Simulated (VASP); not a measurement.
# NbN in VASP: relaxation of the atoms with LDA

Aim: the relaxation of the atoms of NbN with LDA.

Program: VASP 6.6.1. These are calculated values, not measurements. Logs are shortened: lines on timing, memory, paths and dates and some standing lists are left out, and cuts for length are marked.

## 1. The cell of the first run

The cell holds a slab with vacuum, 6 atoms: a = 3.080 Å, b = 3.080 Å, c = 20.356 Å, α = 90.00°, β = 90.00°, γ = 90.00°.

## 2. Relaxation of the atoms, LDA

INCAR

```
SYSTEM = NbN
  PREC = Accurate
  ENCUT = 520
  EDIFF = 1E-7
  ISMEAR = -1
  SIGMA = 0.05
  LREAL = .False.
  LASPH = .True.
  NELM = 120
  ALGO = Normal
  ISIF = 2
  LWAVE = .False.
  LCHARG = .False.
  LDIPOL = .True.
  IDIPOL = 3
  DIPOL = 0.5 0.5 0.500
  GGA = CA
  IBRION = 2
  NSW = 32
  EDIFFG = -0.01
  GGA_COMPAT = .False.
  NELMIN = 4
  NELMDL = -8
```

KPOINTS

```
regular mesh
0
Gamma
  11 11 1
  0 0 0
```

POSCAR

```
NbN
1.0
    3.0798703058      0.0000000000      0.0000000000
    0.0000000000      3.0798703058      0.0000000000
    0.0000000000      0.0000000000     20.3556000000
Nb N
3 3
Direct
    0.2500000000      0.2500000000      0.3987011679
    0.7500000000      0.7500000000      0.5000000026
    0.2500000000      0.2500000000      0.6012988297
    0.7500000000      0.7500000000      0.3880374098
    0.2500000000      0.2500000000      0.4999999972
    0.7500000000      0.7500000000      0.6119625927
```

Potentials or basis: VASP PAW LDA potentials, release 64 (Nb_sv, N).

Command:

```sh
> cat potpaw_LDA.64/Nb_sv/POTCAR potpaw_LDA.64/N/POTCAR > POTCAR
> mpirun -np 1 vasp_std > vasp.out
```

OUTCAR:

```text
SYSTEM = NbN
   PREC = Accurate
   ENCUT = 520
   EDIFF = 1E-7
   ISMEAR = -1
   LREAL = .False.
   LASPH = .True.
   NELM = 120
   ISIF = 2
   GGA = CA
   IBRION = 2
   NSW = 32
   EDIFFG = -0.01
   NELMIN = 4
   NELMDL = -8

 ion  position               nearest neighbor table
   1  0.250  0.250  0.399-   5 2.06   4 2.19   4 2.19   4 2.19   4 2.19   2 3.00   2 3.00   2 3.00
                             2 3.00
   2  0.750  0.750  0.500-   5 2.18   5 2.18   5 2.18   5 2.18   6 2.28   4 2.28   3 3.00   3 3.00
                             3 3.00   3 3.00   1 3.00   1 3.00   1 3.00   1 3.00
   3  0.250  0.250  0.601-   5 2.06   6 2.19   6 2.19   6 2.19   6 2.19   2 3.00   2 3.00   2 3.00
                             2 3.00
   4  0.750  0.750  0.388-   1 2.19   1 2.19   1 2.19   1 2.19   2 2.28
   5  0.250  0.250  0.500-   1 2.06   3 2.06   2 2.18   2 2.18   2 2.18   2 2.18
   6  0.750  0.750  0.612-   3 2.19   3 2.19   3 2.19   3 2.19   2 2.28

  LATTYP: Found a simple tetragonal cell.
 ALAT       =     3.0798703058
 C/A-ratio  =     6.6092393442

  Lattice vectors:

 A1 = (   3.0798703058,   0.0000000000,   0.0000000000)
 A2 = (   0.0000000000,   3.0798703058,   0.0000000000)
 A3 = (   0.0000000000,   0.0000000000,  20.3556000000)

Analysis of symmetry for initial positions (statically):
=====================================================================
 Subroutine PRICEL returns:
 Original cell was already a primitive cell.

 Routine SETGRP: Setting up the symmetry group for a
 simple tetragonal supercell.

 Subroutine GETGRP returns: Found 16 space group operations
 (whereof  4 operations were pure point group operations)
 out of a pool of 16 trial point group operations.

The static configuration has the point symmetry C_2v.
 The point group associated with its full space group is D_4h.

Analysis of symmetry for dynamics (positions and initial velocities):
=====================================================================
 Subroutine PRICEL returns:
 Original cell was already a primitive cell.

 Routine SETGRP: Setting up the symmetry group for a
 simple tetragonal supercell.

 Subroutine GETGRP returns: Found 16 space group operations
 (whereof  4 operations were pure point group operations)
 out of a pool of 16 trial point group operations.

The dynamic configuration has the point symmetry C_2v.
 The point group associated with its full space group is D_4h.

 Subroutine INISYM returns: Found 16 space group operations
 (whereof  4 operations are pure point group operations),
 and found     1 'primitive' translations

----------------------------------------------------------------------------------------

                                     Primitive cell

  volume of cell :     193.0851

  direct lattice vectors                    reciprocal lattice vectors
     3.079870306  0.000000000  0.000000000     0.324688997  0.000000000  0.000000000
     0.000000000  3.079870306  0.000000000     0.000000000  0.324688997  0.000000000
     0.000000000  0.000000000 20.355600000     0.000000000  0.000000000  0.049126530

  length of vectors
     3.079870306  3.079870306 20.355600000     0.324688997  0.324688997  0.049126530

  position of ions in fractional coordinates (direct lattice)
     0.250000000  0.250000000  0.398701168
     0.750000000  0.750000000  0.500000003
     0.250000000  0.250000000  0.601298830
     0.750000000  0.750000000  0.388037410
     0.250000000  0.250000000  0.499999997
     0.750000000  0.750000000  0.611962593

  ion indices of the primitive-cell ions
   primitive index   ion index
                 1           1
                 2           2
                 3           3
                 4           4
                 5           5
                 6           6

----------------------------------------------------------------------------------------

 KPOINTS: regular mesh

Automatic generation of k-mesh.
 Grid dimensions read from file:
 generate k-points for:   11   11    1

 Generating k-lattice:

  Cartesian coordinates                     Fractional coordinates (reciprocal lattice)
     0.029517182  0.000000000  0.000000000     0.090909091  0.000000000  0.000000000
     0.000000000  0.029517182  0.000000000     0.000000000  0.090909091  0.000000000
     0.000000000  0.000000000  0.049126530     0.000000000  0.000000000  1.000000000

  Length of vectors
     0.029517182  0.029517182  0.049126530

  Shift w.r.t. Gamma in fractional coordinates (k-lattice)
     0.000000000  0.000000000  0.000000000

 Subroutine IBZKPT returns following result:
 ===========================================

 Found     21 irreducible k-points:

 Following reciprocal coordinates:
            Coordinates               Weight
  0.000000  0.000000  0.000000      1.000000
  0.090909  0.000000  0.000000      4.000000
  0.181818  0.000000  0.000000      4.000000
  0.272727  0.000000  0.000000      4.000000
  0.363636  0.000000  0.000000      4.000000
  0.454545  0.000000  0.000000      4.000000
[... 13 lines left out ...]
  0.454545  0.363636  0.000000      8.000000
  0.454545  0.454545  0.000000      4.000000
   k-points           NKPTS =     21   k-points in BZ     NKDIM =     21   number of bands    NBANDS=     32
   number of dos      NEDOS =    301   number of ions     NIONS =      6
   total plane-waves  NPLWV =  92160
   dimension x,y,z NGX =    24 NGY =   24 NGZ =  160
   dimension x,y,z NGXF=    48 NGYF=   48 NGZF=  320
   ions per type =               3   3
   NGX,Y,Z   is equivalent  to a cutoff of  12.95, 12.95, 13.07 a.u.
   NGXF,Y,Z  is equivalent  to a cutoff of  25.91, 25.91, 26.13 a.u.
 SYSTEM =  NbN
   PREC   = accura    normal or accurate (medium, high low for compatibility)
   ISTART =      0    job   : 0-new  1-cont  2-samecut
   ICHARG =      2    charge: 1-file 2-atom 10-const
   ISPIN  =      1    spin polarized calculation?
   LNONCOLLINEAR =      F non collinear calculations
   LSORBIT =      F    spin-orbit coupling
   LASPH  =      T    aspherical Exc in radial PAW
   ENCUT  =  520.0 eV  38.22 Ry    6.18 a.u.   5.73  5.73 37.85*2*pi/ulx,y,z
   NELM   =    120;   NELMIN=  4; NELMDL= -8     # of ELM steps
   EDIFF  = 0.1E-06   stopping-criterion for ELM
   LREAL  =      F    real-space projection
   EDIFFG = -.1E-01   stopping-criterion for IOM
   NSW    =     32    number of steps for IOM
   IBRION =      2    ionic relax: 0-MD 1-quasi-New 2-CG
   NFREE  =      1    steps in history (QN), initial steepest desc. (CG)
   ISIF   =      2    stress and relaxation
   ISYM   =      2    0-nonsym 1-usesym 2-fastsym
   POTIM  = 0.5000    time-step for ionic-motion
   TEBEG  =    0.0;   TEEND  =   0.0 temperature during run
   PSTRESS=    0.0 pullay stress
   NELECT =      54.0000    total number of electrons
   NUPDOWN=      -1.0000    fix difference up-down
   EMIN   =  10.00;   EMAX   =-10.00  energy-range for DOS
   EFERMI =   0.00;   METHOD = LEGACY
   ISMEAR =    -1;   SIGMA  =   0.05  broadening in eV -4-tet -1-fermi 0-gaus
   EFERMI_NEDOS =   21; number of points for ismear=-14 and -15
   IALGO  =     38    algorithm
   IMIX   =      4    mixing-type and parameters
     AMIX     =   0.40;   BMIX     =  1.00
     AMIX_MAG =   1.60;   BMIX_MAG =  1.00
  volume/ion in A,a.u.               =      32.18       217.17
  Fermi-wavevector in a.u.,A,eV,Ry     =   1.070590  2.023122 15.594492  1.146163
  Thomas-Fermi vector in A             =   2.206305
   LORBIT       =      0    0 simple, 1 ext, 2 COOP (PROOUT), +10 PAW based schemes
   GGA     = CA    functional components
   LHFCALC =     F    Hartree Fock is set to
   AEXX    =    0.0000 exact exchange contribution
   IVDW    =     0    specifies the selected vdW correction
   LEPSILON=     F    determine dielectric tensor
   LRPA    =     F    only Hartree local field effects (RPA)
 conjugate gradient relaxation of ions
 non-spin polarized calculation
  energy-cutoff  :      520.00
  volume of cell :      193.09
 maximum number of plane-waves:      5236
 NGX is ok and might be reduce to    24
   NGX = 11   NGY = 11   NGZ = 75

 dipolmoment           0.000000      0.000000      0.000000 electrons x Angstroem

 number of electron      53.9999989 magnetization

 dipolmoment           0.000000      0.000000     -0.000000 electrons x Angstroem

 Free energy of the ion-electron system (eV)
  ---------------------------------------------------
  ext. energy  EPLUGINS =         0.00000000
  ---------------------------------------------------
  free energy    TOTEN  =       -66.48698453 eV

  energy without entropy =      -66.44661768  energy(sigma->0) =      -66.46680111

 E-fermi :   2.0833     XC(G=0):  -5.4663

 val. band max:        2.0777168896   @ k =   0.3636   0.3636   0.0000
 cond. band min:       2.0876673685   @ k =   0.1818   0.1818   0.0000
 fundamental gap:      0.0099504790
 Fermi energy:         2.0833450426

 k-point     1 :       0.0000    0.0000    0.0000
  band No.  band energies     occupation
      1     -53.8585      2.00000
      2     -53.8237      2.00000
      3     -53.5396      2.00000
      4     -30.4778      2.00000
      5     -30.2875      2.00000
      6     -29.9704      2.00000
[... 24 lines left out ...]
     31       2.1405      0.48361
     32       3.0958      0.00000

 k-point     2 :       0.0909    0.0000    0.0000
  band No.  band energies     occupation
      1     -53.8521      2.00000
      2     -53.8197      2.00000
      3     -53.5377      2.00000
      4     -30.4657      2.00000
      5     -30.3248      2.00000
      6     -29.9911      2.00000
[... 24 lines left out ...]
     31       2.5853      0.00009
     32       3.6227      0.00000
[... 628 lines left out ...]
     31       4.7461      0.00000
     32       4.7821      0.00000

 k-point    21 :       0.4545    0.4545    0.0000
  band No.  band energies     occupation
      1     -53.7259      2.00000
      2     -53.7251      2.00000
      3     -53.4684      2.00000
      4     -30.5494      2.00000
      5     -30.5417      2.00000
      6     -30.2998      2.00000
[... 24 lines left out ...]
     31       4.8506      0.00000
     32       5.1160      0.00000

------------------------ aborting loop because EDIFF is reached ----------------------------------------

 vacuum level on the upper side and lower side of the slab       (xc-potential included)        -0.116        -0.116

  FORCE on cell =-STRESS in cart. coord.  units (eV):
  Direction    XX          YY          ZZ          XY          YZ          ZX
  --------------------------------------------------------------------------------------
  -------------------------------------------------------------------------------------
  Total       -7.1143957     -7.1143957     -0.0105530      0.0000000      0.0000000      0.0000000
  in kB      -59.0336766    -59.0336766     -0.0875665      0.0000000      0.0000000      0.0000000
  external PRESSURE =     -39.3849732 kB  Pullay stress =       0.0000000 kB

 VOLUME and BASIS-vectors are now :
 -----------------------------------------------------------------------------
  energy-cutoff  :      520.00
  volume of cell :      193.09
      direct lattice vectors                 reciprocal lattice vectors
     3.079870306  0.000000000  0.000000000     0.324688997  0.000000000  0.000000000
     0.000000000  3.079870306  0.000000000     0.000000000  0.324688997  0.000000000
     0.000000000  0.000000000 20.355600000     0.000000000  0.000000000  0.049126530

 POSITION                                       TOTAL-FORCE (eV/Angst)
 -----------------------------------------------------------------------------------
      0.76997      0.76997      8.11580        -0.000000      0.000000     -0.003947
      2.30990      2.30990     10.17780         0.000000     -0.000000      0.000000
      0.76997      0.76997     12.23980        -0.000000      0.000000      0.003947
      2.30990      2.30990      7.89873        -0.000000     -0.000000     -0.009124
      0.76997      0.76997     10.17780        -0.000000      0.000000      0.000000
      2.30990      2.30990     12.45687        -0.000000     -0.000000      0.009124
 -----------------------------------------------------------------------------------
    total drift:                                0.000000      0.000000     -0.000015

  FREE ENERGIE OF THE ION-ELECTRON SYSTEM (eV)
  ---------------------------------------------------
  free  energy   TOTEN  =       -66.4869845312 eV

  energy  without entropy=      -66.4466176816  energy(sigma->0) =      -66.46680111

 reached required accuracy - stopping structural energy minimisation

 vacuum level on the upper side and lower side of the slab         5.611         5.611
```

Run time: 7.7 min. Hardware: 1 thread of Oxide Virtual Turin-like, shared host; peak memory 0.25 GiB.

Results:

```yaml
Free_energy: -66.4870 eV
Largest_force_after_relaxing: 0.009 eV/Å
Band_gap_on_the_k_mesh: zero (bands 27 and 28 overlap by 2.15 eV)
```

Forces in eV/Å, atoms in the order of the input:
```
Nb   0.000  0.000 -0.004
Nb   0.000  0.000  0.000
Nb   0.000  0.000  0.004
N    0.000  0.000 -0.009
N    0.000  0.000  0.000
N    0.000  0.000  0.009
```

Final structure:
```
CELL_PARAMETERS angstrom
3.07987 0.00000 0.00000
0.00000 3.07987 0.00000
0.00000 0.00000 20.35560
ATOMIC_POSITIONS crystal
Nb 0.25000 0.25000 0.39870
Nb 0.75000 0.75000 0.50000
Nb 0.25000 0.25000 0.60130
N 0.75000 0.75000 0.38804
N 0.25000 0.25000 0.50000
N 0.75000 0.75000 0.61196
```

Caveat: the relaxation stopped at its first step, so nothing moved.
